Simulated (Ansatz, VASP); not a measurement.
**YSc: VASP beside Ansatz**

```
CELL_PARAMETERS angstrom
3.52017 0.00000 0.00000
-1.76008 3.04855 0.00000
0.00000 0.00000 5.40412
ATOMIC_POSITIONS crystal
Y 0.00000 0.00000 0.00000
Sc 0.33333 0.66667 0.50000
```

Alike in both runs: task single point; functional LDA; k mesh 6 × 6 × 4; occupations gaussian, width 0.1 eV; no spin polarisation.

|  | VASP | Ansatz |
| --- | --- | --- |
| version | VASP 6.6.1 | Ansatz 0.2.0 |
| potentials or method | VASP PAW LDA potentials, release 64 (Y_sv, Sc_sv), cutoff 520 eV | scalar-relativistic, plane waves, PAW |
| valence electrons in the cell | 22 | 22 |

```tsv
	VASP	Ansatz	Ansatz less VASP
gap on the k mesh at the Fermi level (eV)	none	none	-
pressure (GPa)	-4.4	-4.4	+0.06
traceless stress, the component that is largest in VASP (GPa)	-0.08	-0.10	-0.020
```

LDA's correlation is that of Perdew and Zunger in VASP and of Perdew and Wang (1992) in Ansatz. A gap of «none» marks a metal or a gap that the smearing closes.
